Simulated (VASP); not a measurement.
Wanted: the native input for a VASP 6.6.1 run.

- Task: single point
- Functional: RPBE
- Potentials or basis: VASP PAW PBE potentials, release 64 (Se)
- Cutoff: 520 eV
- k mesh: 7 × 7 × 6
- Occupations: fermi-dirac, width 0.05 eV
- Spin: no spin polarisation
- Dipole correction: no
- Further INCAR settings: ALGO = Normal; EDIFF = 1e-07; NBANDS = 16

The structure of Se lies in POSCAR:

```
Se
1.0
    4.3662000000      0.0000000000      0.0000000000
   -2.1831000000      3.7812401180      0.0000000000
    0.0000000000      0.0000000000      4.9536000000
Se
3
Direct
    0.7746000000      0.7746000000      0.0000000000
    0.0000000000      0.2254000000      0.6666666667
    0.2254000000      0.0000000000      0.3333333333
```

The input as run:

INCAR

```
SYSTEM = Se
  PREC = Accurate
  ENCUT = 520
  EDIFF = 1E-7
  ISMEAR = -1
  SIGMA = 0.05
  LREAL = .FALSE.
  LASPH = .TRUE.
  NELM = 60
  ALGO = Normal
  ISIF = 2
  LWAVE = .FALSE.
  LCHARG = .FALSE.
  GGA = RP
  NBANDS = 16
```

KPOINTS

```
regular mesh
0
G
  7 7 6
  0 0 0
```

Potentials or basis: VASP PAW PBE potentials, release 64 (Se).

Command:

```console
$ cat potpaw_PBE.64/Se/POTCAR > POTCAR
$ mpirun -np 1 vasp_std > vasp.out
```

It gave:

```yaml
Pressure: 4.6 GPa
Largest_force: 0.416 eV/Å
Band_gap_on_the_k_mesh: 1.26 eV (least direct gap 1.51 eV)
```

Caveat: the cell stands under pressure; the PAW data sets were made with another functional, which shifts forces and pressure a little; an odd mesh through Γ misses points on the zone boundary, where band edges can lie.

Wall time 49 s on 1 thread of Intel(R) Xeon(R) Platinum 8259CL CPU @ 2.50GHz (Skylake/Cascade Lake) (shared host), peak memory 0.2 GiB.
